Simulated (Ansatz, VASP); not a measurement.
## AlN: VASP beside Ansatz

INCAR

```
ALGO = Normal ; EDIFF = 1E-6
ENCUT = 600 ; GGA = PS
GGA_COMPAT = F ; ISIF = 2
ISMEAR = 1 ; LASPH = T
LCHARG = F ; LREAL = F
LWAVE = F ; NBANDS = 11
NELM = 120 ; PREC = Accurate
SIGMA = 0.05
```

File KPOINTS:

```
k-points
0
Gamma
  8 8 8
```

The input POSCAR:

```
AlN
1.0
    0.0000000000      2.1848764208      2.1848764208
    2.1848764208      0.0000000000      2.1848764208
    2.1848764208      2.1848764208      0.0000000000
Al N
1 1
Direct
    0.0000000000      0.0000000000      0.0000000000
    0.2500000000      0.2500000000      0.2500000000
```

Input for Ansatz:

```yaml
crystal:
  lattice:
    - [0.0, 2.1848764208, 2.1848764208]
    - [2.1848764208, 0.0, 2.1848764208]
    - [2.1848764208, 2.1848764208, 0.0]
  atoms:
    - { symbol: Al, position: [0.0, 0.0, 0.0] }
    - { symbol: "N", position: [0.25, 0.25, 0.25] }
kpoints:
  mp_grid: { grid: [8, 8, 8] }
hamiltonian:
  xc: pbesol
scf:
  occupations: { method: methfessel_paxton, width: 0.05 }
  n_extra_bands: 4
output:
  forces: true
  stress: true
  eigenvalues: true
```

Alike in both runs: task single point; functional PBEsol; k mesh 8 × 8 × 8; occupations methfessel-paxton of order 1, width 0.05 eV; no spin polarisation.

|  | VASP | Ansatz |
| --- | --- | --- |
| version | VASP 6.6.1 | Ansatz 0.2.0 |
| potentials or method | VASP PAW PBE potentials, release 64 (Al, N) | plane waves |
| plane-wave cutoff (eV) | 600 | 420 |
| valence electrons in the cell | 8 | 8 |

Ansatz gave:

```
gap on the k mesh at the Fermi level (eV) : 3.20
pressure (GPa)                            : 1.1
```

Problem. What did VASP give for the same quantities?

Solution. gap on the k mesh at the Fermi level (eV): 3.19; pressure (GPa): 0.9.

VASP's potentials were made for PBE, not for PBEsol. The functional is the same, so the differences come from potentials, cutoffs and numerics.
